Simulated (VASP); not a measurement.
Set up this calculation in VASP 6.6.1, as the native input.

```
Task                   : single point
Functional             : PBEsol
Potentials or basis    : VASP PAW PBE potentials, release 64 (Cu, Al)
Cutoff                 : 520 eV
k mesh                 : 7 × 7 × 7
Occupations            : fermi-dirac, width 0.05 eV
Spin                   : no spin polarisation
Dipole correction      : no
Further INCAR settings : ALGO = Normal; EDIFF = 1e-06; NBANDS = 26
```

The structure of AlCu3 lies in POSCAR:

```
AlCu3
1.0
    3.7087158927      0.0000000000      0.0000000000
    0.0000000000      3.7087158927      0.0000000000
    0.0000000000      0.0000000000      3.7087158927
Cu Al
3 1
Direct
    0.0000000000      0.5000000000      0.5000000000
    0.5000000000      0.0000000000      0.5000000000
    0.5000000000      0.5000000000      0.0000000000
    0.0000000000      0.0000000000      0.0000000000
```

These files were run (other wordings do the same):

INCAR

```
SYSTEM = AlCu3
PREC = Accurate
ENCUT = 520
EDIFF = 1E-6
ISMEAR = -1
SIGMA = 0.05
LREAL = .False.
LASPH = .True.
NELM = 60
ALGO = Normal
ISIF = 2
LWAVE = .False.
LCHARG = .False.
GGA = PS
NBANDS = 26
```

KPOINTS

```
Automatic mesh
0
Gamma
  7 7 7
  0 0 0
```

Potentials or basis: VASP PAW PBE potentials, release 64 (Cu, Al).

The run is started by

```bash
$ cat potpaw_PBE.64/Cu/POTCAR potpaw_PBE.64/Al/POTCAR > POTCAR
$ mpirun -np 1 vasp_std > vasp.out
```

Results of the run:

- Pressure: -7.6 GPa
- Band gap on the k mesh: zero (bands 18 and 19 overlap by 4.33 eV)

Caveat: the cell stands under tension; the PAW data sets were made with another functional, which shifts forces and pressure a little.

It took 40 s on 1 thread of Intel Xeon 8259CL (shared host), peak memory 0.16 GiB.
